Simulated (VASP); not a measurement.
ScZn, 2 atoms in the cell. It takes space group Pm-3m (No. 221, cubic). Conventional cell: a = 3.350 Å, b = 3.350 Å, c = 3.350 Å, α = 90.00°, β = 90.00°, γ = 90.00°. Within 3.8 Å of Sc (site symmetry m-3m) lie 8 Zn at 2.90 Å and 6 Sc at 3.35 Å. Within 3.8 Å of Zn (site symmetry m-3m) lie 8 Sc at 2.90 Å and 6 Zn at 3.35 Å. 

```yaml
Program: VASP 6.6.1
Task: relaxation of cell and atoms
Functional: LDA
Potentials_or_basis: VASP PAW LDA potentials, release 64 (Sc_sv, Zn)
Cutoff: 600 eV
k_mesh: 7 × 7 × 7
Occupations: fermi-dirac, width 0.1 eV
Spin: no spin polarisation
Dipole_correction: no
Further_INCAR_settings: ALGO = Normal; EDIFF = 1e-06; IBRION = 2; EDIFFG = -0.02; NSW = 60; ISIF = 3
```

Potentials or basis: VASP PAW LDA potentials, release 64 (Sc_sv, Zn).

Command:

```sh
$ cat potpaw_LDA.64/Sc_sv/POTCAR potpaw_LDA.64/Zn/POTCAR > POTCAR
$ mpirun -np 1 vasp_std > vasp.out
```

Hardware: 1 thread of Intel Xeon 8259CL (shared host).

Problem. How long does it take, and how much memory?

Solution. It took 44 s on 1 thread of Intel Xeon 8259CL, on a shared host, peak memory 0.15 GiB. Counts: scf iterations 29, k points 20, ion steps 3.
